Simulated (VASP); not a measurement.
Crystal: GaN.

```
CELL_PARAMETERS angstrom
0.00000 2.25350 2.25350
2.25350 0.00000 2.25350
2.25350 2.25350 0.00000
ATOMIC_POSITIONS crystal
Ga 0.00000 0.00000 0.00000
N 0.25000 0.25000 0.25000
```

| Quantity | Value |
| --- | --- |
| Program | VASP 6.6.1 |
| Task | relaxation of cell and atoms |
| Functional | RPBE |
| Potentials or basis | VASP PAW PBE potentials, release 64 (Ga_d, N) |
| Cutoff | 600 eV |
| k mesh | 10 × 10 × 10 |
| Occupations | fermi-dirac, width 0.05 eV |
| Spin | no spin polarisation |

At the start: pressure 8.9 GPa; volume 11.44 Å³/atom.

Task: How do energy, volume and symmetry change on relaxing?

Result: Over 3 steps the energy falls by 15.5 meV/atom and the volume is 12.03 Å³/atom (+5.1 %); space group F-43m (No. 216, to 0.05 Å).

The path:
| step | energy change (eV) | largest force (eV/Å) | pressure (GPa) | volume (Å³) |
| --- | --- | --- | --- | --- |
| 1 | 0.0000 | 0.0000 | 8.86 | 22.89 |
| 2 | -0.0124 | 0.0000 | -5.71 | 25.05 |
| 3 | -0.0309 | 0.0000 | -0.13 | 24.06 |

Final structure:
```yaml
crystal:
  lattice:
    - [0.00000, 2.29141, 2.29141]
    - [2.29141, 0.00000, 2.29141]
    - [2.29141, 2.29141, 0.00000]
  atoms:
    - { symbol: Ga, position: [0.00000, 0.00000, 0.00000] }
    - { symbol: N, position: [0.25000, 0.25000, 0.25000] }
```

Caveat: the PAW data sets were made with another functional, which shifts forces and pressure a little.
